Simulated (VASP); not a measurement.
# BN: single point with PBE

The system is BN.

```xyz
8
Lattice="2.5586 0.0000 0.0000 -1.2793 2.2158 0.0000 0.0000 0.0000 8.4092" Properties=species:S:1:pos:R:3 pbc="T T T"
B     0.0000    0.0000    0.7852
B     0.0000    0.0000    4.9898
B     0.0000    1.4772    2.8932
B     1.2793    0.7386    7.0978
N     0.0000    0.0000    3.4204
N     0.0000    0.0000    7.6250
N     0.0000    1.4772    1.3103
N     1.2793    0.7386    5.5149
```

```yaml
Program: VASP 6.6.1
Task: single point
Functional: PBE
Potentials_or_basis: VASP PAW PBE potentials, release 64 (B, N)
Cutoff: 520 eV
k_mesh: 12 × 12 × 4
Occupations: gaussian, width 0.01 eV
Spin: no spin polarisation
```

The pressure is 0.2 GPa and the band gap on the k mesh is 5.49 eV, indirect (least direct gap 7.50 eV).

Levels at points of the mesh, in eV from the valence-band top:
```tsv
k point	band 13	band 14	band 15	band 16	band 17	band 18	band 19	band 20
(0.00, 0.00, 0.00)	-1.09	-0.13	0.00	0.00	8.56	8.56	8.70	9.21
(0.50, 0.00, 0.00)	-3.65	-3.46	-2.58	-2.01	5.49	5.85	7.99	9.34
(0.00, 0.00, 0.50)	-0.37	-0.37	-0.37	-0.37	9.03	9.03	9.03	9.03
(0.50, 0.00, 0.50)	-3.44	-3.44	-2.57	-2.57	5.98	5.98	8.33	8.33
```

It took 47 s on 1 thread of Intel(R) Xeon(R) Platinum 8488C (Sapphire Rapids) (shared host), peak memory 0.19 GiB.

A k mesh can miss the band edges. A hybrid or GW would open this gap; PBE tends to underestimate it.
